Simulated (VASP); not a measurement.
# WSe2 in VASP: further runs, part 2 of 2

VASP 6.6.1. The steps go on from the part before.

### Step 4. Single point, PBE+D3(BJ)

The input, INCAR:

```
PREC     = Accurate       # precision mode
ENCUT    = 520            # plane-wave cutoff, eV
EDIFF    = 1E-6           # SCF threshold, eV
ISMEAR   = 0              # smearing method
SIGMA    = 0.05           # smearing width, eV
LREAL    = F              # projectors in reciprocal space
LASPH    = T              # aspherical terms in the spheres
NELM     = 60             # most SCF steps
ALGO     = Normal         # electronic algorithm
ISIF     = 2              # what is computed and relaxed
LWAVE    = F              # write WAVECAR
LCHARG   = T              # write CHGCAR
LDIPOL   = T            
IDIPOL   = 3            
DIPOL    = 0.5 0.5 0.393
GGA      = PE             # functional
IVDW     = 12             # dispersion correction
LELF     = T              # ELF
LVHAR    = T            
LVACPOTAV= T            
NBANDS   = 35             # bands
```

The input, KPOINTS:

```
regular mesh
0
Gamma
  9 9 1
```

The input, POSCAR:

```
WSe2
1.0
    3.2854926884      0.0000000000      0.0000000000
   -1.6427463442      2.8453201321      0.0000000000
    0.0000000000      0.0000000000     24.2386466672
Se W
4 2
Direct
    0.3333333333      0.6666666667      0.1856539295
    0.3333333333      0.6666666667      0.3246601777
    1.0000000000      1.0000000000      0.4612189569
    1.0000000000      1.0000000000      0.6002252051
    0.6666666667      0.3333333333      0.2551570536
    0.6666666667      1.3333333333      0.5307220810
```

Potentials or basis: VASP PAW PBE potentials, release 64 (Se, W_sv).

On the command line:

```console
> cat potpaw_PBE.64/Se/POTCAR potpaw_PBE.64/W_sv/POTCAR > POTCAR
> mpirun -np 1 vasp_std > vasp.out
```

OUTCAR:

```text
PREC = Accurate
   ENCUT = 520
   EDIFF = 1E-6
   ISMEAR = 0
   LREAL = F
   LASPH = T
   NELM = 60
   ISIF = 2
   GGA = PE
   IVDW = 12
 IVDW          = 12

 ion  position               nearest neighbor table
   1  0.333  0.667  0.186-   5 2.54   5 2.54   5 2.54
   2  0.333  0.667  0.325-   5 2.54   5 2.54   5 2.54
   3  0.000  0.000  0.461-   6 2.54   6 2.54   6 2.54
   4  0.000  0.000  0.600-   6 2.54   6 2.54   6 2.54
   5  0.667  0.333  0.255-   2 2.54   1 2.54   2 2.54   1 2.54   2 2.54   1 2.54
   6  0.667  0.333  0.531-   3 2.54   4 2.54   3 2.54   4 2.54   3 2.54   4 2.54

  LATTYP: Found a hexagonal cell.
 ALAT       =     3.2854926884
 C/A-ratio  =     7.3774769771

  Lattice vectors:

 A1 = (   3.2854926884,   0.0000000000,   0.0000000000)
 A2 = (  -1.6427463442,   2.8453201321,   0.0000000000)
 A3 = (   0.0000000000,   0.0000000000,  24.2386466672)

Analysis of symmetry for initial positions (statically):
=====================================================================
 Subroutine PRICEL returns:
 Original cell was already a primitive cell.

[... 175 lines left out ...]
 Fermi energy:         1.1455445407

 k-point     1 :       0.0000    0.0000    0.0000
  band No.  band energies     occupation
      1     -73.1800      2.00000
      2     -73.1799      2.00000
      3     -37.4265      2.00000
      4     -37.4265      2.00000
      5     -37.2916      2.00000
      6     -37.2916      2.00000
[... 445 lines left out ...]
     34       5.8381      0.00000
     35       6.0664      0.00000

------------------------ aborting loop because EDIFF is reached ----------------------------------------

 Edisp (eV)   -2.36065

 E8    (eV) :    -1.0851

  FORCE on cell =-STRESS in cart. coord.  units (eV):
  Direction    XX          YY          ZZ          XY          YZ          ZX
  --------------------------------------------------------------------------------------
  -------------------------------------------------------------------------------------
  Total       0.07748     0.07748    -0.13968     0.00000     0.00000     0.00000
  in kB       0.54782     0.54782    -0.98764     0.00000     0.00000     0.00000
  external pressure =        0.04 kB  Pullay stress =        0.00 kB

 VOLUME and BASIS-vectors are now :
 -----------------------------------------------------------------------------
  energy-cutoff  :      520.00
  volume of cell :      226.59
      direct lattice vectors                 reciprocal lattice vectors
     3.285492688  0.000000000  0.000000000     0.304368353  0.175727151  0.000000000
    -1.642746344  2.845320132  0.000000000     0.000000000  0.351454302  0.000000000
     0.000000000  0.000000000 24.238646667     0.000000000  0.000000000  0.041256429

 POSITION                                       TOTAL-FORCE (eV/Angst)
 -----------------------------------------------------------------------------------
     -0.00000      1.89688      4.50000        -0.000000      0.000000     -0.041685
     -0.00000      1.89688      7.86932         0.000000     -0.000000      0.058349
      0.00000      0.00000     11.17932        -0.000000      0.000000     -0.058349
      0.00000      0.00000     14.54865         0.000000      0.000000      0.041685
      1.64275      0.94844      6.18466         0.000000      0.000000      0.047228
      1.64275      0.94844     12.86398        -0.000000      0.000000     -0.047228
 -----------------------------------------------------------------------------------
    total drift:                               -0.000000      0.000000     -0.000046

  FREE ENERGIE OF THE ION-ELECTRON SYSTEM (eV)
  ---------------------------------------------------
  free  energy   TOTEN  =       -45.5398440472 eV

  energy  without entropy=      -45.5398440472  energy(sigma->0) =      -45.53984405

 vacuum level on the upper side and lower side of the slab         5.923         5.923
```

stdout:

```text
POSCAR found type information on POSCAR SeW
 POSCAR found :  2 types and       6 ions
 scaLAPACK will be used
 LDA part: xc-table for (Slater+PW92), standard interpolation
 POSCAR, INCAR and KPOINTS ok, starting setup
 FFT: planning ... GRIDC
 FFT: planning ... GRID_SOFT
 FFT: planning ... GRID
 WAVECAR not read
 entering main loop
 -----------------------------------------------------------------------------
|                                                                             |
|           W    W    AA    RRRRR   N    N  II  N    N   GGGG   !!!           |
|           W    W   A  A   R    R  NN   N  II  NN   N  G    G  !!!           |
|           W    W  A    A  R    R  N N  N  II  N N  N  G       !!!           |
|           W WW W  AAAAAA  RRRRR   N  N N  II  N  N N  G  GGG   !            |
|           WW  WW  A    A  R   R   N   NN  II  N   NN  G    G                |
|           W    W  A    A  R    R  N    N  II  N    N   GGGG   !!!           |
|                                                                             |
|     Did not find any points to average over, which means that no vacuum     |
|     field-free region was found. Please increase the size of  your cell     |
|     in the dimension of the dipole correction to obtain accurate            |
|     workfunction values.                                                    |
|                                                                             |
 -----------------------------------------------------------------------------
```

It took 1.7 min on 1 thread of Intel Xeon Platinum 8375C at 2.90GHz (Ice Lake), shared host; peak memory 0.35 GiB.

Results:

- Free energy: -45.5398 eV
- Largest force: 0.058 eV/Å
- Band gap on the k mesh: 1.56 eV, indirect (least direct gap 1.67 eV)
- Dispersion energy per atom: -0.393 eV

Forces on the atoms (eV/Å):
```
Se   0.000  0.000 -0.042
Se   0.000  0.000  0.058
Se   0.000  0.000 -0.058
Se   0.000  0.000  0.042
W    0.000  0.000  0.047
W    0.000  0.000 -0.047
```

Caveat: spin-orbit coupling is left out, which moves the levels of the heavy elements.
